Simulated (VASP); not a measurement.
Here is a VASP 6.6.1 calculation.

INCAR

```
SYSTEM = In3Se
PREC = Accurate
ENCUT = 520
EDIFF = 1E-6
ISMEAR = 0
SIGMA = 0.15
LREAL = .FALSE.
LASPH = .TRUE.
NELM = 60
ALGO = Normal
ISIF = 2
LWAVE = .FALSE.
LCHARG = .FALSE.
GGA = PS
IVDW = 12
NBANDS = 30
```

File KPOINTS:

```
regular mesh
0
G
  10 10 10
  0 0 0
```

POSCAR

```
In3Se
1.0
    4.5878535042      0.0000000000      0.0000000000
    0.0000000000      4.5878535042      0.0000000000
    0.0000000000      0.0000000000      4.5878535042
In Se
3 1
Direct
    0.0000000000      0.5000000000      0.5000000000
    0.5000000000      0.0000000000      0.5000000000
    0.5000000000      0.5000000000      0.0000000000
    0.0000000000      0.0000000000      0.0000000000
```

Potentials or basis: VASP PAW PBE potentials, release 64 (In_d, Se).

Run with:

```bash
$ cat potpaw_PBE.64/In_d/POTCAR potpaw_PBE.64/Se/POTCAR > POTCAR
$ mpirun -np 1 vasp_std > vasp.out
```

Task: What does it give for the pressure?

Result: 0.0 GPa.

Task: What does it give for the dispersion energy per atom?

Result: -0.370 eV.

Task: Estimate the band gap on the k mesh.

Result: Zero (an odd number of electrons rules out a gap without spin polarisation).

Caveat: the PAW data sets were made with another functional, which shifts forces and pressure a little; spin-orbit coupling is left out, which moves the levels of the heavy elements.
